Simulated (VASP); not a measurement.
Ag, 3 atoms in the cell. It takes space group R-3m (No. 166, trigonal). The conventional cell has a = 2.946 Å, b = 2.946 Å, c = 21.614 Å, α = 90.00°, β = 90.00°, γ = 120.00°. Within 3.9 Å of Ag (site symmetry -3m) lie 12 Ag at 2.94 to 2.95 Å. Within 3.9 Å of Ag (site symmetry 3m) lie 12 Ag at 2.94 to 2.95 Å. 

| Quantity | Value |
| --- | --- |
| Program | VASP 6.6.1 |
| Task | single point |
| Functional | LDA |
| Potentials or basis | VASP PAW LDA potentials, release 64 (Ag) |
| Cutoff | 500 eV |
| k mesh | 3 × 3 × 3 |
| Occupations | fermi-dirac, width 0.272114 eV |
| Spin | no spin polarisation |
| Dipole correction | no |
| Charge | -0.5 |
| Further INCAR settings | ALGO = Normal; EDIFF = 1e-06; NBANDS = 24; NELECT = 33.5 |

Potentials or basis: VASP PAW LDA potentials, release 64 (Ag).

Run with:

```bash
$ cat potpaw_LDA.64/Ag/POTCAR > POTCAR
$ mpirun -np 1 vasp_std > vasp.out
```

Hardware: 1 thread of Intel Xeon 8259CL (shared host).

**Question.** Estimate the wall time of this run.

**Answer.** Wall time 74 s on 1 thread of Intel Xeon 8259CL (shared host), peak memory 0.28 GiB. Counts: scf iterations 11, k points 6.
